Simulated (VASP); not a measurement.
Write the native input for VASP 6.6.1 that does the following.

```yaml
Task: single point
Functional: PBEsol
Potentials_or_basis: VASP PAW PBE potentials, release 64 (Al, Ni)
Cutoff: 520 eV
k_mesh: 12 × 12 × 10
Occupations: gaussian, width 0.15 eV
Spin: no spin polarisation
Dipole_correction: no
Further_INCAR_settings: ALGO = Fast; EDIFF = 1e-07; NBANDS = 32
```

The structure of AlNi2 lies in POSCAR:

```
AlNi2
1.0
    3.9748989536      0.0000000000      0.0000000000
   -1.9874494768      3.4423634713      0.0000000000
    0.0000000000      0.0000000000      4.9060444288
Al Ni
2 4
Direct
    0.3333333333      0.6666666667      0.1706958177
    0.6666666667      0.3333333333      0.8293041823
    0.3333333333      0.6666666667      0.6569627369
    0.6666666667      0.3333333333      0.3430372631
    0.0000000000      0.0000000000      0.5000000000
    0.0000000000      0.0000000000      0.0000000000
```

This cell differs from its parent crystal: mode 4 (128.2 1/cm) frozen in, largest displacement +0.150 Å.

The input as run:

INCAR

```
PREC = Accurate
ENCUT = 520
EDIFF = 1E-7
ISMEAR = 0
SIGMA = 0.15
LREAL = F
LASPH = T
NELM = 100
ALGO = Fast
ISIF = 2
LWAVE = F
LCHARG = T
GGA = PS
LELF = T
LVHAR = T
NBANDS = 32
```

KPOINTS

```
Automatic mesh
0
Gamma
  12 12 10
```

Potentials or basis: VASP PAW PBE potentials, release 64 (Al, Ni).

The run is started by

```sh
$ cat potpaw_PBE.64/Al/POTCAR potpaw_PBE.64/Ni/POTCAR > POTCAR
$ mpirun -np 1 vasp_std > vasp.out
```

Results of the run:

| Quantity | Value |
| --- | --- |
| Pressure | 0.5 GPa |
| Largest force | 0.659 eV/Å |
| Band gap on the k mesh | zero (band 23 reaches 13.67 eV, above the bottom of band 24 at 9.68 eV) |

Caveat: the cell differs from its parent crystal (mode 4 (128.2 1/cm) frozen in, largest displacement +0.150 Å); the PAW data sets were made with another functional, which shifts forces and pressure a little.

Wall time 5.8 min on 1 thread of Intel(R) Xeon(R) Platinum 8488C (Sapphire Rapids) (shared host), peak memory 0.37 GiB.
